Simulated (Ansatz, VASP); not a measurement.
# Na3HSe in VASP and in Ansatz

File INCAR:

```
ALGO = Normal ; EDIFF = 1E-6
ENCUT = 520 ; GGA = PE
ISIF = 2 ; ISMEAR = 0
LASPH = T ; LCHARG = T
LELF = T ; LREAL = F
LVHAR = T ; LWAVE = F
NBANDS = 22 ; NELM = 100
PREC = Accurate ; SIGMA = 0.05
```

Contents of KPOINTS:

```
k-points
0
Gamma
  6 6 6
```

The input POSCAR:

```
Na3HSe
1.0
    4.5479618309      0.0000000000      0.0000000000
    0.0000000000      4.5479618309      0.0000000000
    0.0000000000      0.0000000000      4.5479618309
Na H Se
3 1 1
Direct
    0.0000000000      0.5000000000      0.5000000000
    0.5000000000      0.0000000000      0.5000000000
    0.5000000000      0.5000000000      0.0000000000
    0.5000000000      0.5000000000      0.5000000000
    0.0000000000      0.0000000000      0.0000000000
```

Input for Ansatz:

```yaml
crystal:
  lattice:
    - [4.5479618309, 0.0, 0.0]
    - [0.0, 4.5479618309, 0.0]
    - [0.0, 0.0, 4.5479618309]
  atoms:
    - { symbol: Na, position: [0.0, 0.5, 0.5] }
    - { symbol: Na, position: [0.5, 0.0, 0.5] }
    - { symbol: Na, position: [0.5, 0.5, 0.0] }
    - { symbol: H, position: [0.5, 0.5, 0.5] }
    - { symbol: Se, position: [0.0, 0.0, 0.0] }
basis:
  ecutwfc: 420
  ecutrho_ratio: 4
kpoints:
  mp_grid: { grid: [6, 6, 6] }
hamiltonian:
  xc: pbe
  pseudopotentials: { kind: paw, frozen_core: stored }
scf:
  occupations: { method: gaussian, width: 0.05 }
output:
  forces: true
  stress: true
  eigenvalues: true
```

Alike in both runs: task single point; functional PBE; k mesh 6 × 6 × 6; occupations gaussian, width 0.05 eV; no spin polarisation.

|  | VASP | Ansatz |
| --- | --- | --- |
| version | VASP 6.6.1 | Ansatz 0.2.0 |
| potentials or method | VASP PAW PBE potentials, release 64 (Na_pv, H, Se), cutoff 520 eV | scalar-relativistic, plane waves, PAW |
| valence electrons in the cell | 28 | 44 |

VASP gave:

```
gap on the k mesh at the Fermi level (eV) : 2.79
least direct gap on the mesh (eV)         : 2.93
pressure (GPa)                            : 0.0
```

Question: Which values does Ansatz return?

Answer: gap on the k mesh at the Fermi level (eV): 2.78; least direct gap on the mesh (eV): 2.93; pressure (GPa): 0.0.

VASP's potentials hold 28 valence electrons a cell and Ansatz's 44, so a difference there can come from the potentials and not from the codes.
